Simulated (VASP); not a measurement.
Input of a VASP 6.6.1 run:

File INCAR:

```
SYSTEM = HC18F
  PREC = Accurate
  ENCUT = 520
  EDIFF = 1E-7
  ISMEAR = 0
  SIGMA = 0.02
  LREAL = Auto
  LASPH = .TRUE.
  NELM = 80
  ALGO = Normal
  ISIF = 2
  LWAVE = .FALSE.
  LCHARG = .FALSE.
  GGA = PE
  NBANDS = 56
```

The input KPOINTS:

```
regular mesh
0
G
  2 2 1
  0 0 0
```

POSCAR

```
HC18F
1.0
    7.3980000000      0.0000000000      0.0000000000
   -3.6990000000      6.4068560000      0.0000000000
    0.0000000000      0.0000000000     12.0000000000
C F H
18 1 1
Direct
    0.0023599236     -0.0045448189      0.0734171667
    0.2239049216      0.1063359314      0.0799260000
   -0.0032382570      0.3268654704      0.0998222500
    0.2258860498      0.4414403882      0.0874620833
    0.0023565292      0.6638936477      0.0734635000
    0.2239032578      0.7745621253      0.0799286667
    0.3356831857     -0.0036620146      0.0830097500
    0.5601303354      0.1085548044      0.0858371667
    0.3358098169      0.3310659706      0.0802400833
    0.5565699051      0.4413731165      0.0724913333
    0.3358081250      0.6617373638      0.0802225000
    0.5565672110      0.7721879499      0.0724358333
    0.6696893516     -0.0053063468      0.0738591667
    0.8878519901      0.1022990059      0.0743746667
    0.6696868546      0.3319857665      0.0739393333
    0.8878489681      0.4425424889      0.0744612500
    0.6682060515      0.6625997213      0.0702914167
    0.8901976416      0.7735942559      0.0703026667
    0.6784435708      0.1674389123      0.2579920833
    0.9314625723      0.2940957312      0.1941897500
```

Potentials or basis: VASP PAW PBE potentials, release 64 (C, F, H).

Command:

```sh
$ cat potpaw_PBE.64/C/POTCAR potpaw_PBE.64/F/POTCAR potpaw_PBE.64/H/POTCAR > POTCAR
$ mpirun -np 1 vasp_std > vasp.out
```

Task: What does it give for the largest force?

Result: 0.321 eV/Å.

Task: Predict the band gap on the k mesh.

Result: 0.14 eV.

Forces in eV/Å, atoms in the order of the input:
```
C   -0.008 -0.002  0.007
C   -0.002  0.017  0.011
C   -0.005 -0.004 -0.046
C   -0.022 -0.014  0.015
C   -0.002 -0.004  0.005
C    0.002 -0.008  0.008
C    0.004  0.006 -0.004
C   -0.008 -0.004 -0.110
C   -0.005 -0.008  0.014
C   -0.008 -0.006  0.007
C   -0.011 -0.001  0.017
C   -0.003 -0.006  0.008
C   -0.013 -0.006 -0.027
C    0.010  0.007 -0.029
C   -0.013 -0.015 -0.028
C    0.008  0.005 -0.032
C   -0.005 -0.008  0.019
C   -0.005 -0.003  0.014
F    0.252  0.148  0.133
H   -0.165 -0.094  0.020
```

Caveat: the k points lie up to 0.49 Å⁻¹ apart.
